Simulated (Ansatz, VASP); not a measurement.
Two plane-wave programs on Sc2SiF2

```
CELL_PARAMETERS angstrom
3.51272 0.00000 0.00000
-1.75636 3.04210 0.00000
0.00000 0.00000 6.24298
ATOMIC_POSITIONS crystal
Sc 0.33333 0.66667 0.29000
Sc 0.66667 0.33333 0.71000
Si 0.00000 0.00000 0.00000
F 0.33333 0.66667 0.62000
F 0.66667 0.33333 0.38000
```

Change from the starting cell: species swapped into the Ho2SeO2 type (P-3m1, No. 164).

Alike in both runs: task relaxation of cell and atoms; functional PBE; k mesh 6 × 6 × 4; occupations gaussian, width 0.1 eV; no spin polarisation.

|  | VASP | Ansatz |
| --- | --- | --- |
| version | VASP 6.6.1 | Ansatz 0.2.0 |
| potentials or method | VASP PAW PBE potentials, release 64 (Sc_sv, Si, F), cutoff 600 eV | scalar-relativistic, plane waves, PAW |
| valence electrons in the cell | 40 | 40 |

VASP gave:

```
gap on the k mesh at the Fermi level, each at its own relaxed structure (eV)  : none
relaxed volume (Å³/atom)                                                      : 15.53
relaxed length of the cell vector where the two differ most in proportion (Å) : 3.735
```

Problem. Which values does Ansatz return?

Solution. gap on the k mesh at the Fermi level, each at its own relaxed structure (eV): none; relaxed volume (Å³/atom): 15.45; relaxed length of the cell vector where the two differ most in proportion (Å): 3.727.

A gap of «none» marks a metal or a gap that the smearing closes.

Noted on VASP's run: the volume moved by over 15 % at a fixed basis, so the end points are rough.
